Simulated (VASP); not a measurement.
Wanted: the native input for a VASP 6.6.1 run.

```yaml
Task: single point
Functional: PBE
Potentials_or_basis: VASP PAW PBE potentials, release 64 (Ru_pv)
Cutoff: 520 eV
k_mesh: 18 × 18 × 18
Occupations: fermi-dirac, width 0.1 eV
Spin: no spin polarisation
Dipole_correction: no
Further_INCAR_settings: ALGO = Normal; EDIFF = 1e-06; NBANDS = 21
```

The structure of Ru lies in POSCAR:

```
Ru
1.0
   -2.2852053114      2.2852053114      1.2782556965
    2.2852053114     -2.2852053114      1.2782556965
    2.2852053114      2.2852053114     -1.2782556965
Ru
2
Direct
   -0.3750000000     -0.1250000000     -0.2500000000
    0.3750000000      0.1250000000      0.2500000000
```

The input as run:

INCAR

```
SYSTEM = Ru
PREC = Accurate
ENCUT = 520
EDIFF = 1E-6
ISMEAR = -1
SIGMA = 0.1
LREAL = .FALSE.
LASPH = .TRUE.
NELM = 80
ALGO = Normal
ISIF = 2
LWAVE = .FALSE.
LCHARG = .TRUE.
GGA = PE
LELF = .TRUE.
LVHAR = .TRUE.
NBANDS = 21
```

KPOINTS

```
regular mesh
0
G
  18 18 18
  0 0 0
```

Potentials or basis: VASP PAW PBE potentials, release 64 (Ru_pv).

Launch:

```sh
$ cat potpaw_PBE.64/Ru_pv/POTCAR > POTCAR
$ mpirun -np 1 vasp_std > vasp.out
```

It gave:

```yaml
Pressure: 48.5 GPa
Band_gap_on_the_k_mesh: zero (band 14 reaches 14.36 eV, above the bottom of band 15 at 12.46 eV)
```

Run time: 2 min on 1 thread of Intel(R) Xeon(R) 6975P-C (Granite Rapids) (shared host), peak memory 0.33 GiB.
